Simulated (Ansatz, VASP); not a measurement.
**PbF2: VASP beside Ansatz**

File POSCAR:

```
PbF2
1.0
    0.0000000000      3.0589455000      2.8807545000
    3.0589455000      0.0000000000      2.8807545000
    3.0589455000      3.0589455000      0.0000000000
Pb F
1 2
Direct
    0.0000000000      0.0000000000      0.0000000000
    0.2500000000      0.2500000000      0.2500000000
    0.7500000000      0.7500000000      0.7500000000
```

INCAR.step1

```
SYSTEM = PbF2
  ALGO = Normal
  EDIFF = 1E-4
  ENCUT = 520
  GGA = PE
  ISMEAR = 0
  LASPH = .True.
  LCHARG = .False.
  LREAL = .False.
  LWAVE = .True.
  NBANDS = 21
  NELM = 80
  PREC = Accurate
  SIGMA = 0.05
```

The input INCAR.step2:

```
SYSTEM = PbF2
  ALGO = Normal
  EDIFF = 1E-6
  ENCUT = 520
  ISIF = 2
  ISMEAR = 0
  ISTART = 1
  LASPH = .True.
  LCHARG = .True.
  LELF = .True.
  LMIXTAU = .True.
  LREAL = .False.
  LVHAR = .True.
  LWAVE = .False.
  METAGGA = R2SCAN
  NBANDS = 21
  NELM = 80
  PREC = Accurate
  SIGMA = 0.05
```

The input KPOINTS:

```
k-points
0
Gamma
  8 8 8
  0 0 0
```

Input for Ansatz:

```yaml
crystal:
  lattice:
    - [0.0, 3.0589455, 2.8807545]
    - [3.0589455, 0.0, 2.8807545]
    - [3.0589455, 3.0589455, 0.0]
  atoms:
    - { symbol: Pb, position: [0.0, 0.0, 0.0] }
    - { symbol: F, position: [0.25, 0.25, 0.25] }
    - { symbol: F, position: [0.75, 0.75, 0.75] }
basis:
  ecutwfc: 500
kpoints:
  mp_grid: { grid: [8, 8, 8] }
hamiltonian:
  xc: r2scan
scf:
  occupations: { method: gaussian, width: 0.05 }
output:
  forces: true
  stress: true
  eigenvalues: true
```

Change from the starting cell: strain +0.030 along x and y, -0.030 along z, atoms carried along.

Alike in both runs: task single point; functional r2SCAN; k mesh 8 × 8 × 8; occupations gaussian, width 0.05 eV; no spin polarisation.

|  | VASP | Ansatz |
| --- | --- | --- |
| version | VASP 6.6.1 | Ansatz 0.2.0 |
| potentials or method | VASP PAW PBE potentials, release 64 (Pb_d, F), cutoff 520 eV | scalar-relativistic, plane waves, PAW |
| valence electrons in the cell | 28 | 28 |

|  | VASP | Ansatz | Ansatz less VASP |
| --- | --- | --- | --- |
| gap on the k mesh at the Fermi level (eV) | 4.71 | 4.71 | +0.001 |
| least direct gap on the mesh (eV) | 5.01 | 5.01 | -0.002 |
| pressure (GPa) | -2.9 | -2.8 | +0.11 |
| traceless stress, the component that is largest in VASP (GPa) | 2.21 | 2.22 | +0.008 |

VASP's potentials were made for PBE, not for r2SCAN.

Spin-orbit coupling is off throughout.
